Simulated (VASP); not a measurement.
Runs of VASP 6.6.1 on SnSe. The structure is that of space group Pm-3m (No. 221), or close to it. The cells are those of the table. 

```tsv
cell	gap on the mesh (eV)	pressure (GPa)
a = 3.301 Å, 2 atoms	none	(b)
a = 3.242 Å, 2 atoms	none	(c)
a = 3.358 Å, 2 atoms	none	20.7
a = 3.617 Å, 2 atoms	none	0.0
a = 3.608 Å, 2 atoms	none	(a)
a = 3.413 Å, 2 atoms	none	14.4
a = 3.612 Å, 2 atoms	none	0.2
a = 3.518 Å, 2 atoms	none	5.6
```

Alike in all rows: task single point; level PBE+D3(BJ); potentials or basis VASP PAW PBE potentials, release 64 (Se, Sn_d); no spin polarisation; k mesh 10 × 10 × 10; cutoff (eV) 520; smearing gaussian 0.05 eV.

Problem. Fill in the values left out.

Solution. (a) 0.5; (b) 29.0; (c) 37.9.

Caveats: spin-orbit coupling is left out, which moves the levels of the heavy elements; pairwise dispersion overbinds metals, which lowers pressure and volume.

A k mesh can miss the band edges, and the runs leave out spin-orbit coupling on Se, Sn.

A gap of «none» marks levels without a gap at the run's occupations.
